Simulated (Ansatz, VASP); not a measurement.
**One calculation of TiAl, two programs**

```
Ti Al
1.0
     2.78934    0.00000    0.00000
     0.00000    2.78934    0.00000
     0.00000    0.00000    3.68388
Ti Al
1 1
Direct
  0.00000 0.00000 0.00000
  0.50000 0.50000 0.50000
```

Alike in both runs: task single point; functional LDA; k mesh 16 × 16 × 16; occupations gaussian, width 0.15 eV; no spin polarisation.

|  | VASP | Ansatz |
| --- | --- | --- |
| version | VASP 6.6.1 | Ansatz 0.2.0 |
| potentials or method | VASP PAW LDA potentials, release 64 (Ti_sv, Al), cutoff 520 eV | scalar-relativistic, plane waves, PAW |
| valence electrons in the cell | 15 | 15 |

Ansatz gave:

```
gap on the k mesh at the Fermi level (eV)                     : none
pressure (GPa)                                                : 9.1
traceless stress, the component that is largest in VASP (GPa) : 3.96
```

Problem. Estimate VASP's values.

Solution. gap on the k mesh at the Fermi level (eV): none; pressure (GPa): 9.3; traceless stress, the component that is largest in VASP (GPa): 3.96.

Ansatz warns that its potentials were made for another functional, while VASP's fit it. LDA's correlation is that of Perdew and Zunger in VASP and of Perdew and Wang (1992) in Ansatz. A gap of «none» marks a metal or a gap that the smearing closes.
